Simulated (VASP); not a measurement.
Here is a VASP 6.6.1 calculation.

Contents of INCAR:

```
PREC     = Accurate       # precision mode
ENCUT    = 520            # plane-wave cutoff, eV
EDIFF    = 1E-6           # SCF threshold, eV
ISMEAR   = 0              # smearing method
SIGMA    = 0.01           # smearing width, eV
LREAL    = False          # projectors in reciprocal space
LASPH    = True           # aspherical terms in the spheres
NELM     = 100            # most SCF steps
ALGO     = Normal         # electronic algorithm
ISIF     = 2              # what is computed and relaxed
LWAVE    = False          # write WAVECAR
LCHARG   = False          # write CHGCAR
GGA      = PE             # functional
NBANDS   = 16             # bands
```

File KPOINTS:

```
regular mesh
0
Gamma
  6 6 6
```

File POSCAR:

```
GaN
1.0
    0.0000000000      2.2489525451      2.2489525451
    2.2489525451      0.0000000000      2.2489525451
    2.2489525451      2.2489525451      0.0000000000
Ga N
1 1
Direct
    0.0000000000      0.0000000000      0.0000000000
    0.2500000000      0.2500000000      0.2500000000
```

Potentials or basis: VASP PAW PBE potentials, release 64 (Ga_d, N).

Command:

```sh
$ cat potpaw_PBE.64/Ga_d/POTCAR potpaw_PBE.64/N/POTCAR > POTCAR
$ mpirun -np 1 vasp_std > vasp.out
```

(1) What does it give for the band gap on the k mesh?

(2) What does it give for the pressure?

## Answers

(1) 1.76 eV, direct.

(2) 6.2 GPa.
